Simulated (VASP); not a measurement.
## AlN: single point with PBEsol

Crystal: AlN.

```
CELL_PARAMETERS angstrom
3.12470 0.00000 0.00000
-1.56235 2.70607 0.00000
0.00000 0.00000 4.17803
ATOMIC_POSITIONS crystal
Al 0.33333 0.66667 0.75000
Al 0.66667 0.33333 0.25000
N 0.33333 0.66667 0.25000
N 0.66667 0.33333 0.75000
```

This cell differs from its parent crystal: volume 8.832 Å^3 an atom, c/a of the conventional cell 1.3371.

| Quantity | Value |
| --- | --- |
| Program | VASP 6.6.1 |
| Task | single point |
| Functional | PBEsol |
| Potentials or basis | VASP PAW PBE potentials, release 64 (Al, N) |
| Cutoff | 520 eV |
| k mesh | 9 × 9 × 6 |
| Occupations | gaussian, width 0.05 eV |
| Spin | no spin polarisation |
| Dipole correction | no |
| Further INCAR settings | ALGO = Normal; EDIFF = 1e-06; NBANDS = 16 |

The pressure is 30.5 GPa and the band gap on the k mesh is 4.00 eV, direct.

Stress tensor (GPa, compression positive):
```
39.46  0.00  0.00
 0.00 39.46  0.00
 0.00  0.00 12.71
```

Levels at points of the mesh, in eV from the valence-band top:
```tsv
k point	band 6	band 7	band 8	band 9	band 10	band 11
(0.00, 0.00, 0.00)	-2.13	-2.13	0.00	4.00	5.47	9.01
(0.00, 0.00, 0.50)	-2.91	-2.91	-2.91	6.28	6.28	9.19
```

It used 16 s of CPU time on 1 thread of AMD EPYC 7R13 Processor (Zen 3), on a shared host.

Caveat: the PAW data sets were made with another functional, which shifts forces and pressure a little. A k mesh can miss the band edges.
